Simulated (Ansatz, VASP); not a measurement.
Sb: VASP beside Ansatz

INCAR

```
PREC = Accurate ; ENCUT = 600
EDIFF = 1E-7 ; ISMEAR = -1
SIGMA = 0.05 ; LREAL = False
LASPH = True ; NELM = 80
ALGO = Normal ; ISIF = 3
LWAVE = False ; LCHARG = False
GGA = PS ; IVDW = 12
IBRION = 2 ; NSW = 80
EDIFFG = -0.005
```

The input KPOINTS:

```
Automatic mesh
0
Gamma
  8 8 8
```

Contents of POSCAR:

```
Sb
1.0
    2.1542000000      1.2437279499      3.7580000000
   -2.1542000000      1.2437279499      3.7580000000
    0.0000000000     -2.4874558998      3.7580000000
Sb
2
Direct
    0.7665100000      0.7665100000      0.7665100000
    0.2334900000      0.2334900000      0.2334900000
```

The input input.yaml:

```yaml
crystal:
  lattice:
    - [2.1542, 1.2437279499, 3.758]
    - [-2.1542, 1.2437279499, 3.758]
    - [0.0, -2.4874558998, 3.758]
  atoms:
    - { symbol: Sb, position: [0.76651, 0.76651, 0.76651] }
    - { symbol: Sb, position: [0.23349, 0.23349, 0.23349] }
kpoints:
  mp_grid: { grid: [8, 8, 8] }
scf:
  occupations: { method: fermi_dirac, width: 0.05 }
hamiltonian:
  xc: pbesol
  dispersion: d3bj
  pseudopotentials: { kind: all_electron, lapw: { basis_error: 0.001 } }
output:
  forces: true
  stress: true
relax:
  f_tol: 0.005
  max_steps: 60
  cell: {}
```

Alike in both runs: task relaxation of cell and atoms; functional PBEsol; dispersion D3(BJ); k mesh 8 × 8 × 8; occupations fermi-dirac, width 0.05 eV; no spin polarisation.

|  | VASP | Ansatz |
| --- | --- | --- |
| version | VASP 6.6.1 | Ansatz 0.2.0 |
| potentials or method | VASP PAW PBE potentials, release 64 (Sb), cutoff 600 eV | all-electron LAPW, scalar-relativistic |

Ansatz gave:

```
relaxed volume (Å³/atom)                                     : 28.31
relaxed cell length with the largest relative difference (Å) : 4.352
```

Q: What did VASP give for the same quantities?

A: Relaxed volume (Å³/atom): 28.34; relaxed cell length with the largest relative difference (Å): 4.351.

VASP's potentials were made for PBE, not for PBEsol. Ansatz ran all-electron here, and VASP with PAW potentials.

Neither program's run includes spin-orbit coupling.
